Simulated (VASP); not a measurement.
## Mo: single point with PBE

Mo:

```
Mo
1.0
     0.00000    2.01207    2.01207
     2.01207    0.00000    2.01207
     2.01207    2.01207    0.00000
Mo
1
Direct
  0.00000 0.00000 0.00000
```

```json
{
 "Program": "VASP 6.6.1",
 "Task": "single point",
 "Functional": "PBE",
 "Potentials or basis": "VASP PAW PBE potentials, release 64 (Mo_sv)",
 "Cutoff": "520 eV",
 "k mesh": "18 × 18 × 18",
 "Occupations": "gaussian, width 0.05 eV",
 "Spin": "no spin polarisation"
}
```

```yaml
Pressure: -3.4 GPa
Band_gap_on_the_k_mesh: zero (band 7 reaches 15.42 eV, above the bottom of band 8 at 10.84 eV)
```

Levels at points of the mesh, in eV from the Fermi level:
```tsv
k point	band 5	band 6	band 7	band 8	band 9	band 10
(0.00, 0.00, 0.00)	-6.67	-0.67	-0.67	-0.67	1.94	1.94
(0.50, 0.00, 0.00)	-4.50	-0.85	-0.85	1.51	3.95	3.95
(0.50, 0.50, 0.00)	-4.83	-4.16	3.91	3.94	4.52	4.52
```

Run time: 94 s on 1 thread of AMD EPYC 7R13, on a shared host, peak memory 0.14 GiB.
